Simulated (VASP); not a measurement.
# Ga3AsP2: single point with PBE

The system is Ga3AsP2.

```
CELL_PARAMETERS angstrom
-1.97353 1.97353 8.38292
1.97353 -1.97353 8.38292
1.97353 1.97353 -8.38292
ATOMIC_POSITIONS crystal
Ga 0.83747 0.83747 0.00000
Ga 0.50000 0.50000 0.00000
Ga 0.16253 0.16253 0.00000
P 0.41870 0.91870 0.50000
P 0.08130 0.58130 0.50000
As 0.75000 0.25000 0.50000
```

```
Program             : VASP 6.6.1
Task                : single point
Functional          : PBE
Potentials or basis : VASP PAW PBE potentials, release 64 (Ga_d, P, As)
Cutoff              : 520 eV
k mesh              : 10 × 10 × 10
Occupations         : gaussian, width 0.02 eV
Spin                : no spin polarisation
```

| Property | Result |
| --- | --- |
| Pressure | 0.1 GPa |
| Largest force | 0.015 eV/Å |
| Band gap on the k mesh | 1.04 eV |

Forces in eV/Å, atoms in the order of the input:
```
Ga   0.000  0.000  0.015
Ga   0.000  0.000  0.000
Ga   0.000  0.000 -0.015
P    0.000  0.000  0.000
P    0.000  0.000  0.000
As   0.000  0.000  0.000
```

Levels at points of the mesh, in eV from the valence-band top:
```csv
k point,band 25,band 26,band 27,band 28,band 29,band 30
"(0.00, 0.00, 0.00)",-0.05,0.00,0.00,1.04,1.60,1.76
"(0.50, 0.00, 0.00)",-1.34,-1.12,-0.74,1.29,2.53,2.77
"(0.50, 0.50, 0.00)",-3.12,-2.59,-2.58,1.60,1.75,3.39
"(0.50, 0.50, 0.50)",-1.16,-0.77,-0.77,1.62,1.68,2.43
```

It took 19 min on 1 thread of Intel(R) Xeon(R) 6975P-C (Granite Rapids), on a shared host, peak memory 0.97 GiB.

A k mesh can miss the band edges.
